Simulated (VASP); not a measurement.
# Si (P6_3/mmc) in VASP: notebook, part 2 of 2

VASP 6.6.1. The steps go on from the part before.

**4. Single point, LDA (biaxial strain in the a-b plane: -1.5 %, then relaxed in part)**

INCAR

```
  ALGO = Normal
  EDIFF = 1E-6
  ENCUT = 520
  ISIF = 2
  ISMEAR = 0
  LASPH = T
  LCHARG = F
  LREAL = F
  LWAVE = F
  NBANDS = 16
  NELM = 60
  PREC = Accurate
  SIGMA = 0.02
```

KPOINTS

```
k-points
0
Gamma
  12 12 6
```

POSCAR

```
Si
1.0
    3.7449458472      0.0000000000      0.0000000000
   -1.8724729236      3.2432182395      0.0000000000
    0.0000000000      0.0000000000      6.3266924202
Si
4
Direct
    0.3333333333      0.6666666667      0.0645367061
    0.6666666667      0.3333333333      0.5645367061
    0.3333333333      0.6666666667      0.4354632939
    0.6666666667      0.3333333333      0.9354632939
```

Potentials or basis: VASP PAW LDA potentials, release 64 (Si).

Command:

```bash
> cat potpaw_LDA.64/Si/POTCAR > POTCAR
> mpirun -np 1 vasp_std > vasp.out
```

OUTCAR:

```text
EDIFF = 1E-6
   ENCUT = 520
   ISIF = 2
   ISMEAR = 0
   LASPH = T
   LREAL = F
   NELM = 60
   PREC = Accurate

 ion  position               nearest neighbor table
   1  0.333  0.667  0.065-   4 2.31   4 2.31   4 2.31   3 2.35
   2  0.667  0.333  0.565-   3 2.31   3 2.31   3 2.31   4 2.35
   3  0.333  0.667  0.435-   2 2.31   2 2.31   2 2.31   1 2.35
   4  0.667  0.333  0.935-   1 2.31   1 2.31   1 2.31   2 2.35

  LATTYP: Found a hexagonal cell.
 ALAT       =     3.7449458472
 C/A-ratio  =     1.6893949014

  Lattice vectors:

 A1 = (   3.7449458472,   0.0000000000,   0.0000000000)
 A2 = (  -1.8724729236,   3.2432182395,   0.0000000000)
 A3 = (   0.0000000000,   0.0000000000,   6.3266924202)

Analysis of symmetry for initial positions (statically):
=====================================================================
 Subroutine PRICEL returns:
 Original cell was already a primitive cell.

 Routine SETGRP: Setting up the symmetry group for a
 hexagonal supercell.

 Subroutine GETGRP returns: Found 24 space group operations
 (whereof 12 operations were pure point group operations)
 out of a pool of 24 trial point group operations.

The static configuration has the point symmetry D_3d.
 The point group associated with its full space group is D_6h.

Analysis of symmetry for dynamics (positions and initial velocities):
=====================================================================
 Subroutine PRICEL returns:
 Original cell was already a primitive cell.

 Routine SETGRP: Setting up the symmetry group for a
 hexagonal supercell.

 Subroutine GETGRP returns: Found 24 space group operations
 (whereof 12 operations were pure point group operations)
 out of a pool of 24 trial point group operations.

The dynamic configuration has the point symmetry D_3d.
 The point group associated with its full space group is D_6h.

 Subroutine INISYM returns: Found 24 space group operations
 (whereof 12 operations are pure point group operations),
 and found     1 'primitive' translations

----------------------------------------------------------------------------------------

                                     Primitive cell

  volume of cell :      76.8420

  direct lattice vectors                    reciprocal lattice vectors
     3.744945847  0.000000000  0.000000000     0.267026558  0.154167855  0.000000000
    -1.872472924  3.243218239  0.000000000     0.000000000  0.308335710  0.000000000
     0.000000000  0.000000000  6.326692420     0.000000000  0.000000000  0.158060474

  length of vectors
     3.744945847  3.744945847  6.326692420     0.308335710  0.308335710  0.158060474

  position of ions in fractional coordinates (direct lattice)
     0.333333333  0.666666667  0.064536706
     0.666666667  0.333333333  0.564536706
     0.333333333  0.666666667  0.435463294
     0.666666667  0.333333333  0.935463294

  ion indices of the primitive-cell ions
   primitive index   ion index
                 1           1
                 2           2
                 3           3
                 4           4

----------------------------------------------------------------------------------------
[... 27 lines left out ...]
  0.000000  0.000000  0.000000      1.000000
  0.083333  0.000000  0.000000      6.000000
  0.166667 -0.000000  0.000000      6.000000
  0.250000  0.000000  0.000000      6.000000
  0.333333  0.000000  0.000000      6.000000
  0.416667  0.000000  0.000000      6.000000
[... 16 lines left out ...]
  0.250000  0.000000  0.166667     12.000000
  0.333333  0.000000  0.166667     12.000000
 [... further k-points ...]
   k-points           NKPTS =     76   k-points in BZ     NKDIM =     76   number of bands    NBANDS=     16
   number of dos      NEDOS =    301   number of ions     NIONS =      4
   total plane-waves  NPLWV =  37632
   dimension x,y,z NGX =    28 NGY =   28 NGZ =   48
   dimension x,y,z NGXF=    56 NGYF=   56 NGZF=   96
   ions per type =               4
   NGX,Y,Z   is equivalent  to a cutoff of  12.43, 12.43, 12.61 a.u.
   NGXF,Y,Z  is equivalent  to a cutoff of  24.86, 24.86, 25.23 a.u.
 SYSTEM =  unknown system
   PREC   = accura    normal or accurate (medium, high low for compatibility)
   ISTART =      0    job   : 0-new  1-cont  2-samecut
   ICHARG =      2    charge: 1-file 2-atom 10-const
   ISPIN  =      1    spin polarized calculation?
   LNONCOLLINEAR =      F non collinear calculations
   LSORBIT =      F    spin-orbit coupling
   LASPH  =      T    aspherical Exc in radial PAW
   ENCUT  =  520.0 eV  38.22 Ry    6.18 a.u.   6.96  6.96 11.76*2*pi/ulx,y,z
   NELM   =     60;   NELMIN=  2; NELMDL= -5     # of ELM steps
   EDIFF  = 0.1E-05   stopping-criterion for ELM
   LREAL  =      F    real-space projection
   EDIFFG = 0.1E-04   stopping-criterion for IOM
   NSW    =      0    number of steps for IOM
   IBRION =     -1    ionic relax: 0-MD 1-quasi-New 2-CG
   NFREE  =      0    steps in history (QN), initial steepest desc. (CG)
   ISIF   =      2    stress and relaxation
   ISYM   =      2    0-nonsym 1-usesym 2-fastsym
   POTIM  = 0.5000    time-step for ionic-motion
   TEBEG  =    0.0;   TEEND  =   0.0 temperature during run
   PSTRESS=    0.0 pullay stress
   NELECT =      16.0000    total number of electrons
   NUPDOWN=      -1.0000    fix difference up-down
   EMIN   =  10.00;   EMAX   =-10.00  energy-range for DOS
   EFERMI =   0.00;   METHOD = LEGACY
   ISMEAR =     0;   SIGMA  =   0.02  broadening in eV -4-tet -1-fermi 0-gaus
   EFERMI_NEDOS =   21; number of points for ismear=-14 and -15
   IALGO  =     38    algorithm
   IMIX   =      4    mixing-type and parameters
     AMIX     =   0.40;   BMIX     =  1.00
     AMIX_MAG =   1.60;   BMIX_MAG =  1.00
  volume/ion in A,a.u.               =      19.21       129.64
  Fermi-wavevector in a.u.,A,eV,Ry     =   0.970321  1.833640 12.810191  0.941522
  Thomas-Fermi vector in A             =   2.100446
   LORBIT       =      0    0 simple, 1 ext, 2 COOP (PROOUT), +10 PAW based schemes
   GGA     = CA    functional components
   LHFCALC =     F    Hartree Fock is set to
   AEXX    =    0.0000 exact exchange contribution
   IVDW    =     0    specifies the selected vdW correction
   LEPSILON=     F    determine dielectric tensor
   LRPA    =     F    only Hartree local field effects (RPA)
 non-spin polarized calculation
 Gauss-broadening in eV      SIGMA  =   0.02
  energy-cutoff  :      520.00
  volume of cell :       76.84
 maximum number of plane-waves:      2085
 NGX is ok and might be reduce to    28
   NGX = 13   NGY = 13   NGZ = 23

 number of electron      16.0000000 magnetization

 Free energy of the ion-electron system (eV)
  ---------------------------------------------------
  ext. energy  EPLUGINS =         0.00000000
  ---------------------------------------------------
  free energy    TOTEN  =       -23.77330559 eV

  energy without entropy =      -23.77330559  energy(sigma->0) =      -23.77330559

 E-fermi :   6.6756     XC(G=0):  -9.7601

 val. band max:        6.5350062876   @ k =   0.0000   0.0000   0.0000
 cond. band min:       6.8070048574   @ k =   0.5000   0.0000   0.0000
 fundamental gap:      0.2719985698
 Fermi energy:         6.6756496294

 k-point     1 :       0.0000    0.0000    0.0000
  band No.  band energies     occupation
      1      -6.0581      2.00000
      2      -3.7636      2.00000
      3      -1.0584      2.00000
      4       5.0341      2.00000
      5       5.0341      2.00000
      6       5.9433      2.00000
[... 433 lines left out ...]
      3      -0.6587      2.00000
      4       1.5550      2.00000
      5       1.7023      2.00000
      6       3.7457      2.00000
[... 8 lines left out ...]
     15      13.7772      0.00000
     16      13.9153      0.00000

 [... further k-points ...]

------------------------ aborting loop because EDIFF is reached ----------------------------------------

  FORCE on cell =-STRESS in cart. coord.  units (eV):
  Direction    XX          YY          ZZ          XY          YZ          ZX
  --------------------------------------------------------------------------------------
  -------------------------------------------------------------------------------------
  Total        1.7734235      1.7734235      0.0158547      0.0000000      0.0000000      0.0000000
  in kB       36.9763974     36.9763974      0.3305743      0.0000000      0.0000000      0.0000000
  external PRESSURE =      24.7611230 kB  Pullay stress =       0.0000000 kB

 VOLUME and BASIS-vectors are now :
 -----------------------------------------------------------------------------
  energy-cutoff  :      520.00
  volume of cell :       76.84
      direct lattice vectors                 reciprocal lattice vectors
     3.744945847  0.000000000  0.000000000     0.267026558  0.154167855  0.000000000
    -1.872472924  3.243218239  0.000000000     0.000000000  0.308335710  0.000000000
     0.000000000  0.000000000  6.326692420     0.000000000  0.000000000  0.158060474

 POSITION                                       TOTAL-FORCE (eV/Angst)
 -----------------------------------------------------------------------------------
     -0.00000      2.16215      0.40830         0.000000     -0.000000      0.001003
      1.87247      1.08107      3.57165        -0.000000      0.000000      0.001003
     -0.00000      2.16215      2.75504         0.000000     -0.000000     -0.001003
      1.87247      1.08107      5.91839        -0.000000      0.000000     -0.001003
 -----------------------------------------------------------------------------------
    total drift:                               -0.000000      0.000000     -0.000000

  FREE ENERGIE OF THE ION-ELECTRON SYSTEM (eV)
  ---------------------------------------------------
  free  energy   TOTEN  =       -23.7733055922 eV

  energy  without entropy=      -23.7733055922  energy(sigma->0) =      -23.77330559
```

stdout:

```text
POSCAR found type information on POSCAR Si
 POSCAR found :  1 types and       4 ions
 scaLAPACK will be used
 LDA part: xc-table for (Slater(with rela. corr.)+CA(PZ))
 , standard interpolation
 POSCAR, INCAR and KPOINTS ok, starting setup
 FFT: planning ... GRIDC
 FFT: planning ... GRID_SOFT
 FFT: planning ... GRID
 WAVECAR not read
 entering main loop
```

It took 35 s on 1 thread of Intel Xeon Platinum 8488C (Sapphire Rapids), shared host; peak memory 0.19 GiB.

What came out:

```
Free energy            : -23.7733 eV
Pressure               : 2.5 GPa
Band gap on the k mesh : 0.27 eV (least direct gap 1.26 eV)
```

Stress tensor (GPa, compression positive):
```
3.70 0.00 0.00
0.00 3.70 0.00
0.00 0.00 0.03
```

Levels at points of the mesh, in eV from the valence-band top:
```csv
k point,band 6,band 7,band 8,band 9,band 10,band 11
"(0.00, 0.00, 0.00)",-0.59,0.00,0.00,1.26,1.95,1.98
"(0.50, 0.00, 0.00)",-3.28,-3.15,-1.54,0.27,2.26,2.64
"(0.00, 0.00, 0.50)",-0.92,-0.92,-0.92,1.98,1.98,2.95
"(0.50, 0.00, 0.50)",-2.72,-2.52,-2.52,0.71,0.71,1.41
```

Caveat: the cell differs from its parent crystal (biaxial strain in the a-b plane: -1.5 %, then relaxed in part).

**5. Single point, LDA**

This run uses another cell than the first one, of 19.21 Å³/atom.

INCAR

```
SYSTEM = Si
PREC = Accurate ; ENCUT = 520
EDIFF = 1E-6 ; ISMEAR = 0
SIGMA = 0.02 ; LREAL = .False.
LASPH = .True. ; NELM = 80
ALGO = Normal ; ISIF = 2
LWAVE = .False. ; LCHARG = .False.
GGA = CA ; NBANDS = 16
```

KPOINTS

```
regular mesh
0
Gamma
  12 12 6
  0 0 0
```

POSCAR is that of step 4.

Command:

```bash
> cat potpaw_LDA.64/Si/POTCAR > POTCAR
> mpirun -np 1 vasp_std > vasp.out
```

It took 35 s on 1 thread of Intel Xeon Platinum 8488C (Sapphire Rapids), shared host; peak memory 0.19 GiB.

It converged, with:

* Free energy: -23.7733 eV
* Pressure: 2.5 GPa
* Band gap on the k mesh: 0.27 eV (least direct gap 1.26 eV)

Stress tensor (GPa, compression positive):
```
3.70 0.00 0.00
0.00 3.70 0.00
0.00 0.00 0.03
```

Levels at points of the mesh, in eV from the valence-band top:
```
           k point  band 5  band 6  band 7  band 8  band 9  band 10  band 11  band 12
(0.00, 0.00, 0.00)   -1.50   -0.59    0.00    0.00    1.26     1.95     1.98     1.98
(0.50, 0.00, 0.00)   -4.97   -3.28   -3.15   -1.54    0.27     2.26     2.64     3.00
(0.00, 0.00, 0.50)   -0.92   -0.92   -0.92   -0.92    1.98     1.98     2.95     2.95
(0.50, 0.00, 0.50)   -2.72   -2.72   -2.52   -2.52    0.71     0.71     1.41     1.41
```

**6. Overview**

```csv
cell,gap on the mesh (eV),pressure (GPa)
"a = 3.688, b = 3.688, c = 6.368 Å, angles 90.0, 90.0, 120.0°, 4 atoms, atomic positions A",0.18,5.1
"a = 3.688, b = 3.688, c = 6.402 Å, angles 90.0, 90.0, 120.0°, 4 atoms, atomic positions B",0.33,4.7
"a = 3.745, b = 3.745, c = 6.327 Å, angles 90.0, 90.0, 120.0°, 4 atoms, atomic positions B",0.27,2.5
```

Alike in all rows: task single point; level LDA; potentials or basis VASP PAW LDA potentials, release 64 (Si); no spin polarisation; k mesh 12 × 12 × 6; cutoff (eV) 520; smearing gaussian 0.02 eV.

Caveats: the stress differs along the axes, from 0 to 8 GPa (at least some runs); the stress differs along the axes, from -2 to 8 GPa (at least some runs).

Total energies depend on the potentials used, so only differences within one code and one set of settings carry meaning.
